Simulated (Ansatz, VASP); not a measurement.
## One calculation of AlRu, two programs

```
Al Ru
1.0
     3.00408    0.00000    0.00000
     0.00000    3.00408    0.00000
     0.00000    0.00000    3.00408
Al Ru
1 1
Direct
  0.00000 0.00000 0.00000
  0.50000 0.50000 0.51248
```

Change from the starting cell: all Ru atoms moved +0.037 Å, as atom 2 along Cartesian [0 0 1].

Alike in both runs: task single point; functional PBE; k mesh 20 × 20 × 20; occupations gaussian, width 0.15 eV; no spin polarisation.

```csv
,VASP,Ansatz
version,VASP 6.6.1,Ansatz 0.2.0
potentials or method,"VASP PAW PBE potentials, release 64 (Al, Ru_pv), cutoff 520 eV","scalar-relativistic, plane waves, PAW"
valence electrons in the cell,17,19
```

VASP gave:

| Item | Value |
| --- | --- |
| gap on the k mesh at the Fermi level (eV) | none |
| pressure (GPa) | 0.1 |
| traceless stress, the component that is largest in VASP (GPa) | -0.07 |
| rms of the force components (eV/Å) | 0.162 |

Question: Which values does Ansatz return?

Answer: gap on the k mesh at the Fermi level (eV): none; pressure (GPa): 0.1; traceless stress, the component that is largest in VASP (GPa): -0.07; rms of the force components (eV/Å): 0.160.

Atom by atom the forces differ by 0.001 eV/Å (rms over components). A gap of «none» marks a metal or a gap that the smearing closes. VASP's potentials hold 17 valence electrons a cell and Ansatz's 19, so a difference there can come from the potentials and not from the codes.
